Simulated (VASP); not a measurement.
# ZrB2 (P6/mmm) in VASP: notebook

Runs on ZrB2. Level: LDA. Tasks: single point, relaxation of cell and atoms.

Everything below comes from runs of VASP 6.6.1. Logs are shortened: lines on timing, memory, paths and dates and some standing lists are left out, and cuts for length are marked.

### 1 The cell of the first run

The structure is hexagonal, space group P6/mmm (No. 191). The conventional cell has a = 3.133 Å, b = 3.133 Å, c = 3.488 Å, α = 90.00°, β = 90.00°, γ = 120.00°. Zr (site symmetry 6/mmm) has 12 B at 2.51 Å and 6 Zr at 3.13 Å within 3.3 Å. B (site symmetry -6m2) has 3 B at 1.81 Å within 2.4 Å.

### 2 Single point, LDA

The input, INCAR:

```
PREC     = Accurate       # precision mode
ENCUT    = 520            # plane-wave cutoff, eV
EDIFF    = 1E-6           # SCF threshold, eV
ISMEAR   = 0              # smearing method
SIGMA    = 0.2            # smearing width, eV
LREAL    = F              # projectors in reciprocal space
LASPH    = T              # aspherical terms in the spheres
NELM     = 80             # most SCF steps
ALGO     = Normal         # electronic algorithm
ISIF     = 2              # what is computed and relaxed
LWAVE    = F              # write WAVECAR
LCHARG   = F              # write CHGCAR
NBANDS   = 16             # bands
```

The input, KPOINTS:

```
regular mesh
0
Gamma
  16 16 14
```

The input, POSCAR:

```
ZrB2
1.0
    3.1333443284      0.0000000000      0.0000000000
   -1.5666721642      2.7135557872      0.0000000000
    0.0000000000      0.0000000000      3.4875522713
Zr B
1 2
Direct
    0.0000000000      0.0000000000      0.0000000000
    0.3333333333      0.6666666667      0.5000000000
    0.6666666667      0.3333333333      0.5000000000
```

Potentials or basis: VASP PAW LDA potentials, release 64 (Zr_sv, B).

Run with:

```console
$ cat potpaw_LDA.64/Zr_sv/POTCAR potpaw_LDA.64/B/POTCAR > POTCAR
$ mpirun -np 1 vasp_std > vasp.out
```

OUTCAR:

```text
PREC = Accurate
   ENCUT = 520
   EDIFF = 1E-6
   ISMEAR = 0
   LREAL = F
   LASPH = T
   NELM = 80
   ISIF = 2

 ion  position               nearest neighbor table
   1  0.000  0.000  0.000-   2 2.51   3 2.51   2 2.51   3 2.51   3 2.51   3 2.51   2 2.51   2 2.51
                             3 2.51   3 2.51   2 2.51   2 2.51
   2  0.333  0.667  0.500-   3 1.81   3 1.81   3 1.81   1 2.51   1 2.51   1 2.51   1 2.51   1 2.51
                             1 2.51
   3  0.667  0.333  0.500-   2 1.81   2 1.81   2 1.81   1 2.51   1 2.51   1 2.51   1 2.51   1 2.51
                             1 2.51

  LATTYP: Found a hexagonal cell.
 ALAT       =     3.1333443284
 C/A-ratio  =     1.1130446915

  Lattice vectors:

 A1 = (   3.1333443284,   0.0000000000,   0.0000000000)
 A2 = (  -1.5666721642,   2.7135557872,   0.0000000000)
 A3 = (   0.0000000000,   0.0000000000,   3.4875522713)

Analysis of symmetry for initial positions (statically):
=====================================================================
 Subroutine PRICEL returns:
 Original cell was already a primitive cell.

 Routine SETGRP: Setting up the symmetry group for a
 hexagonal supercell.

 Subroutine GETGRP returns: Found 24 space group operations
 (whereof 24 operations were pure point group operations)
 out of a pool of 24 trial point group operations.

The static configuration has the point symmetry D_6h.

Analysis of symmetry for dynamics (positions and initial velocities):
=====================================================================
 Subroutine PRICEL returns:
 Original cell was already a primitive cell.

 Routine SETGRP: Setting up the symmetry group for a
 hexagonal supercell.

 Subroutine GETGRP returns: Found 24 space group operations
 (whereof 24 operations were pure point group operations)
 out of a pool of 24 trial point group operations.

The dynamic configuration has the point symmetry D_6h.

 Subroutine INISYM returns: Found 24 space group operations
 (whereof 24 operations are pure point group operations),
 and found     1 'primitive' translations

----------------------------------------------------------------------------------------

                                     Primitive cell

  volume of cell :      29.6529

  direct lattice vectors                    reciprocal lattice vectors
     3.133344328  0.000000000  0.000000000     0.319147816  0.184260078  0.000000000
    -1.566672164  2.713555787  0.000000000     0.000000000  0.368520155  0.000000000
     0.000000000  0.000000000  3.487552271     0.000000000  0.000000000  0.286734054

  length of vectors
     3.133344328  3.133344328  3.487552271     0.368520155  0.368520155  0.286734054

  position of ions in fractional coordinates (direct lattice)
     0.000000000  0.000000000  0.000000000
     0.333333333  0.666666667  0.500000000
     0.666666667  0.333333333  0.500000000

  ion indices of the primitive-cell ions
   primitive index   ion index
                 1           1
                 2           2
                 3           3

----------------------------------------------------------------------------------------

 KPOINTS: regular mesh

Automatic generation of k-mesh.
 Grid dimensions read from file:
 generate k-points for:   16   16   14

 Generating k-lattice:

  Cartesian coordinates                     Fractional coordinates (reciprocal lattice)
     0.019946739  0.011516255  0.000000000     0.062500000  0.000000000  0.000000000
     0.000000000  0.023032510  0.000000000     0.000000000  0.062500000  0.000000000
     0.000000000  0.000000000  0.020481004     0.000000000  0.000000000  0.071428571

  Length of vectors
     0.023032510  0.023032510  0.020481004

  Shift w.r.t. Gamma in fractional coordinates (k-lattice)
     0.000000000  0.000000000  0.000000000

 Subroutine IBZKPT returns following result:
 ===========================================

 Found    240 irreducible k-points:

 Following reciprocal coordinates:
            Coordinates               Weight
  0.000000  0.000000  0.000000      1.000000
  0.062500  0.000000  0.000000      6.000000
  0.125000  0.000000  0.000000      6.000000
  0.187500  0.000000  0.000000      6.000000
  0.250000  0.000000  0.000000      6.000000
  0.312500  0.000000  0.000000      6.000000
[... 16 lines left out ...]
  0.187500  0.187500  0.000000      6.000000
  0.250000  0.187500  0.000000     12.000000
 [... further k-points ...]
   k-points           NKPTS =    240   k-points in BZ     NKDIM =    240   number of bands    NBANDS=     16
   number of dos      NEDOS =    301   number of ions     NIONS =      3
   total plane-waves  NPLWV =  16128
   dimension x,y,z NGX =    24 NGY =   24 NGZ =   28
   dimension x,y,z NGXF=    48 NGYF=   48 NGZF=   56
   ions per type =               1   2
   NGX,Y,Z   is equivalent  to a cutoff of  12.73, 12.73, 13.35 a.u.
   NGXF,Y,Z  is equivalent  to a cutoff of  25.47, 25.47, 26.69 a.u.
 SYSTEM =  unknown system
   PREC   = accura    normal or accurate (medium, high low for compatibility)
   ISTART =      0    job   : 0-new  1-cont  2-samecut
   ICHARG =      2    charge: 1-file 2-atom 10-const
   ISPIN  =      1    spin polarized calculation?
   LNONCOLLINEAR =      F non collinear calculations
   LSORBIT =      F    spin-orbit coupling
   LASPH  =      T    aspherical Exc in radial PAW
   ENCUT  =  520.0 eV  38.22 Ry    6.18 a.u.   5.83  5.83  6.48*2*pi/ulx,y,z
   NELM   =     80;   NELMIN=  2; NELMDL= -5     # of ELM steps
   EDIFF  = 0.1E-05   stopping-criterion for ELM
   LREAL  =      F    real-space projection
   EDIFFG = 0.1E-04   stopping-criterion for IOM
   NSW    =      0    number of steps for IOM
   IBRION =     -1    ionic relax: 0-MD 1-quasi-New 2-CG
   NFREE  =      0    steps in history (QN), initial steepest desc. (CG)
   ISIF   =      2    stress and relaxation
   ISYM   =      2    0-nonsym 1-usesym 2-fastsym
   POTIM  = 0.5000    time-step for ionic-motion
   TEBEG  =    0.0;   TEEND  =   0.0 temperature during run
   PSTRESS=    0.0 pullay stress
   NELECT =      18.0000    total number of electrons
   NUPDOWN=      -1.0000    fix difference up-down
   EMIN   =  10.00;   EMAX   =-10.00  energy-range for DOS
   EFERMI =   0.00;   METHOD = LEGACY
   ISMEAR =     0;   SIGMA  =   0.20  broadening in eV -4-tet -1-fermi 0-gaus
   EFERMI_NEDOS =   21; number of points for ismear=-14 and -15
   IALGO  =     38    algorithm
   IMIX   =      4    mixing-type and parameters
     AMIX     =   0.40;   BMIX     =  1.00
     AMIX_MAG =   1.60;   BMIX_MAG =  1.00
  volume/ion in A,a.u.               =       9.88        66.70
  Fermi-wavevector in a.u.,A,eV,Ry     =   1.386149  2.619441 26.142343  1.921408
  Thomas-Fermi vector in A             =   2.510492
   LORBIT       =      0    0 simple, 1 ext, 2 COOP (PROOUT), +10 PAW based schemes
   GGA     = CA    functional components
   LHFCALC =     F    Hartree Fock is set to
   AEXX    =    0.0000 exact exchange contribution
   IVDW    =     0    specifies the selected vdW correction
   LEPSILON=     F    determine dielectric tensor
   LRPA    =     F    only Hartree local field effects (RPA)
 non-spin polarized calculation
 Gauss-broadening in eV      SIGMA  =   0.20
  energy-cutoff  :      520.00
  volume of cell :       29.65
 maximum number of plane-waves:       816
 NGX is ok and might be reduce to    24
   NGX = 11   NGY = 11   NGZ = 13

 number of electron      18.0000000 magnetization

 Free energy of the ion-electron system (eV)
  ---------------------------------------------------
  ext. energy  EPLUGINS =         0.00000000
  ---------------------------------------------------
  free energy    TOTEN  =       -27.48478132 eV

  energy without entropy =      -27.47999060  energy(sigma->0) =      -27.48238596

 E-fermi :  10.9023     XC(G=0): -12.7556

 val. band max:       10.8925320303   @ k =   0.0625   0.0625   0.4286
 cond. band min:      10.9696256723   @ k =   0.4375   0.1250   0.0000
 fundamental gap:      0.0770936420
 Fermi energy:        10.9023056218

 k-point     1 :       0.0000    0.0000    0.0000
  band No.  band energies     occupation
      1     -37.3559      2.00000
      2     -15.7231      2.00000
      3     -15.0996      2.00000
      4     -15.0996      2.00000
      5      -1.8527      2.00000
      6       8.1652      2.00000
[... 8 lines left out ...]
     15      16.1609      0.00000
     16      16.1609      0.00000

 k-point     2 :       0.0625    0.0000    0.0000
  band No.  band energies     occupation
      1     -37.3507      2.00000
      2     -15.7155      2.00000
      3     -15.1439      2.00000
      4     -15.1091      2.00000
      5      -1.7714      2.00000
      6       7.9373      2.00000
[... 8 lines left out ...]
     15      16.6017      0.00000
     16      16.7669      0.00000

 k-point     3 :       0.1250    0.0000    0.0000
  band No.  band energies     occupation
      1     -37.3359      2.00000
      2     -15.6940      2.00000
      3     -15.2683      2.00000
      4     -15.1361      2.00000
      5      -1.5338      2.00000
      6       7.3466      2.00000
[... 8 lines left out ...]
     15      17.3508      0.00000
     16      17.8562      0.00000

 k-point     4 :       0.1875    0.0000    0.0000
  band No.  band energies     occupation
      1     -37.3136      2.00000
      2     -15.6615      2.00000
      3     -15.4497      2.00000
      4     -15.1763      2.00000
      5      -1.1563      2.00000
      6       6.5603      2.00000
[... 8 lines left out ...]
     15      17.8061      0.00000
     16      18.5884      0.00000
[... 324 lines left out ...]
 k-point    22 :       0.4375    0.1250    0.0000
  band No.  band energies     occupation
      1     -37.2123      2.00000
      2     -16.1191      2.00000
      3     -15.5134      2.00000
      4     -15.4489      2.00000
      5       2.1119      2.00000
      6       2.6235      2.00000
[... 8 lines left out ...]
     15      19.6837      0.00000
     16      21.0066      0.00000

 k-point    23 :       0.1875    0.1875    0.0000
  band No.  band energies     occupation
      1     -37.2544      2.00000
      2     -15.8255      2.00000
      3     -15.5751      2.00000
      4     -15.3660      2.00000
      5       0.0825      2.00000
      6       5.0915      2.00000
[... 8 lines left out ...]
     15      18.5215      0.00000
     16      20.2286      0.00000

 k-point    24 :       0.2500    0.1875    0.0000
  band No.  band energies     occupation
      1     -37.2334      2.00000
      2     -15.9344      2.00000
      3     -15.5444      2.00000
      4     -15.4511      2.00000
      5       0.7096      2.00000
      6       4.4903      2.00000
[... 8 lines left out ...]
     15      18.7529      0.00000
     16      20.9261      0.00000

 [... further k-points ...]
[... 5 lines left out ...]
  --------------------------------------------------------------------------------------
  -------------------------------------------------------------------------------------
  Total        0.0893810      0.0893810      0.1025410      0.0000000      0.0000000      0.0000000
  in kB        4.8293428      4.8293428      5.5403905      0.0000000      0.0000000      0.0000000
  external PRESSURE =       5.0663587 kB  Pullay stress =       0.0000000 kB

 VOLUME and BASIS-vectors are now :
 -----------------------------------------------------------------------------
  energy-cutoff  :      520.00
  volume of cell :       29.65
      direct lattice vectors                 reciprocal lattice vectors
     3.133344328  0.000000000  0.000000000     0.319147816  0.184260078  0.000000000
    -1.566672164  2.713555787  0.000000000     0.000000000  0.368520155  0.000000000
     0.000000000  0.000000000  3.487552271     0.000000000  0.000000000  0.286734054

 POSITION                                       TOTAL-FORCE (eV/Angst)
 -----------------------------------------------------------------------------------
      0.00000      0.00000      0.00000        -0.000000      0.000000      0.000000
     -0.00000      1.80904      1.74378        -0.000000      0.000000      0.000000
      1.56667      0.90452      1.74378         0.000000     -0.000000      0.000000
 -----------------------------------------------------------------------------------
    total drift:                               -0.000000      0.000000     -0.000000

  FREE ENERGIE OF THE ION-ELECTRON SYSTEM (eV)
  ---------------------------------------------------
  free  energy   TOTEN  =       -27.4847813185 eV

  energy  without entropy=      -27.4799906024  energy(sigma->0) =      -27.48238596
```

It took 46 s on 1 thread of Intel Xeon 6975P-C (Granite Rapids), shared host; peak memory 0.21 GiB.

What came out:

* Free energy: -27.4848 eV
* Pressure: 0.5 GPa
* Band gap on the k mesh: zero (band 9 reaches 11.52 eV, above the bottom of band 10 at 10.44 eV)

### 3 Relaxation of cell and atoms, LDA

This run uses another cell than the first one, of 10.25 Å³/atom, 1.037 times its volume.

The input, INCAR:

```
SYSTEM = ZrB2
PREC = Accurate
ENCUT = 600
EDIFF = 1E-6
ISMEAR = 0
SIGMA = 0.2
LREAL = .False.
LASPH = .True.
NELM = 60
ALGO = Normal
ISIF = 3
LWAVE = .False.
LCHARG = .False.
GGA = CA
IBRION = 2
NSW = 80
EDIFFG = -0.001
```

The input, KPOINTS:

```
regular mesh
0
Gamma
  16 16 14
  0 0 0
```

The input, POSCAR:

```
ZrB2
1.0
    3.1700000000      0.0000000000      0.0000000000
   -1.5850000000      2.7453005300      0.0000000000
    0.0000000000      0.0000000000      3.5330000000
Zr B
1 2
Direct
    0.0000000000      0.0000000000      0.0000000000
    0.3333333333      0.6666666667      0.5000000000
    0.6666666667      0.3333333333      0.5000000000
```

Potentials or basis: VASP PAW LDA potentials, release 64 (Zr_sv, B).

Run with:

```console
$ cat potpaw_LDA.64/Zr_sv/POTCAR potpaw_LDA.64/B/POTCAR > POTCAR
$ mpirun -np 1 vasp_std > vasp.out
```

OUTCAR:

```text
SYSTEM = ZrB2
   PREC = Accurate
   ENCUT = 600
   EDIFF = 1E-6
   ISMEAR = 0
   LREAL = .False.
   LASPH = .True.
   NELM = 60
   ISIF = 3
   GGA = CA
   IBRION = 2
   NSW = 80
   EDIFFG = -0.001

 ion  position               nearest neighbor table
   1  0.000  0.000  0.000-   2 2.54   3 2.54   2 2.54   3 2.54   3 2.54   3 2.54   2 2.54   2 2.54
                             3 2.54   3 2.54   2 2.54   2 2.54
   2  0.333  0.667  0.500-   3 1.83   3 1.83   3 1.83   1 2.54   1 2.54   1 2.54   1 2.54   1 2.54
                             1 2.54
   3  0.667  0.333  0.500-   2 1.83   2 1.83   2 1.83   1 2.54   1 2.54   1 2.54   1 2.54   1 2.54
                             1 2.54

  LATTYP: Found a hexagonal cell.
 ALAT       =     3.1700000000
 C/A-ratio  =     1.1145110410

  Lattice vectors:

 A1 = (   3.1700000000,   0.0000000000,   0.0000000000)
[... 383 lines left out ...]
 Fermi energy:        10.8792520072

 k-point     1 :       0.0000    0.0000    0.0000
  band No.  band energies     occupation
      1     -37.3854      2.00000
      2     -15.7518      2.00000
      3     -15.1307      2.00000
      4     -15.1307      2.00000
      5      -1.8669      2.00000
      6       8.1489      2.00000
      7       8.1489      2.00000
      8       8.1825      2.00000
      9       8.5809      2.00000
     10      14.3787      0.00000
     11      14.3787      0.00000
     12      15.1757      0.00000
     13      15.1757      0.00000
[... 354 lines left out ...]
  band No.  band energies     occupation
      1     -37.2638      2.00000
      2     -15.9607      2.00000
      3     -15.5743      2.00000
      4     -15.4803      2.00000
      5       0.6922      2.00000
      6       4.4720      2.00000
      7       6.0486      2.00000
      8       7.3015      2.00000
      9      10.4646      1.99663
     10      10.9511      0.61139
     11      12.1392      0.00000
     12      16.3922      0.00000
     13      17.3409      0.00000

 [... further k-points ...]
[... 5 lines left out ...]
  --------------------------------------------------------------------------------------
  -------------------------------------------------------------------------------------
  Total        0.0012195      0.0012195     -0.0028630      0.0000000     -0.0000000      0.0000000
  in kB        0.0657645      0.0657645     -0.1543922      0.0000000     -0.0000000      0.0000000
  external PRESSURE =      -0.0076211 kB  Pullay stress =       0.0000000 kB
[... 18 lines left out ...]
  FREE ENERGIE OF THE ION-ELECTRON SYSTEM (eV)
  ---------------------------------------------------
  free  energy   TOTEN  =       -27.4869044619 eV

  energy  without entropy=      -27.4820977596  energy(sigma->0) =      -27.48450111

 reached required accuracy - stopping structural energy minimisation
```

OSZICAR:

```text
N       E                     dE             d eps       ncg     rms          rms(c)
DAV:   1     0.121603129032E+03    0.12160E+03   -0.10757E+04  6240   0.155E+03
DAV:   2    -0.235692909952E+02   -0.14517E+03   -0.14011E+03  7191   0.357E+02
DAV:   3    -0.300713337814E+02   -0.65020E+01   -0.63671E+01  9976   0.657E+01
[... 107 lines left out ...]
DAV:   1    -0.274869045941E+02    0.23369E-06   -0.10466E-05  6935   0.340E-02    0.376E-03
DAV:   2    -0.274869044538E+02    0.14027E-06   -0.24951E-07  3500   0.515E-03
  19 F= -.27486904E+02 E0= -.27484501E+02  d E =-.288506E-06
       N       E                     dE             d eps       ncg     rms          rms(c)
DAV:   1    -0.274869044880E+02    0.10604E-06   -0.16703E-06  5677   0.133E-02    0.156E-03
DAV:   2    -0.274869044619E+02    0.26076E-07   -0.64024E-08  3145   0.237E-03
  20 F= -.27486904E+02 E0= -.27484501E+02  d E =-.296652E-06
```

Wall time 5.9 min (1 thread of Intel Xeon 6975P-C (Granite Rapids), shared host); peak memory 0.25 GiB.

What came out:

```yaml
Free_energy: -27.4869 eV
Relaxed_volume: 9.90 Å³/atom
Relaxed_cell: a = 3.135 Å, b = 3.135 Å, c = 3.491 Å, α = 90.00°, β = 90.00°, γ = 120.00°
Space_group_after_relaxing_to_0.05_Å: P6/mmm (No. 191)
Energy_gained_by_relaxing: 9.3 meV/atom
Ionic_steps: 20
Pressure_after_relaxing: 0.0 GPa
Band_gap_on_the_k_mesh: zero (band 9 reaches 11.50 eV, above the bottom of band 10 at 10.42 eV)
```

The path:
```csv
step,energy change (eV),largest force (eV/Å),pressure (GPa),volume (Å³)
1,0.0000,0.0000,-8.35,30.75
2,0.0209,0.0000,12.57,28.43
3,-0.0277,0.0000,-0.10,29.72
4,-0.0277,0.0000,0.03,29.70
5,-0.0278,0.0000,0.08,29.70
6,-0.0278,0.0000,0.08,29.70
7,-0.0278,0.0000,0.09,29.70
8,-0.0278,0.0000,0.09,29.70
9,-0.0278,0.0000,0.09,29.70
10,-0.0278,0.0000,-0.05,29.72
11,-0.0278,0.0000,-0.04,29.71
12,-0.0278,0.0000,0.00,29.71
13,-0.0278,0.0000,0.01,29.71
14,-0.0278,0.0000,0.02,29.71
15,-0.0278,0.0000,0.02,29.71
16,-0.0278,0.0000,0.02,29.71
17,-0.0278,0.0000,-0.01,29.71
18,-0.0278,0.0000,0.00,29.71
19,-0.0278,0.0000,-0.01,29.71
20,-0.0278,0.0000,0.00,29.71
```

Final structure:
```
CELL_PARAMETERS angstrom
3.13502 0.00000 0.00000
-1.56751 2.71501 0.00000
0.00000 0.00000 3.49058
ATOMIC_POSITIONS crystal
Zr 0.00000 0.00000 0.00000
B 0.33333 0.66667 0.50000
B 0.66667 0.33333 0.50000
```

LDA usually gives volumes a few per cent too small. Zero-point motion and thermal expansion aren't in these numbers.
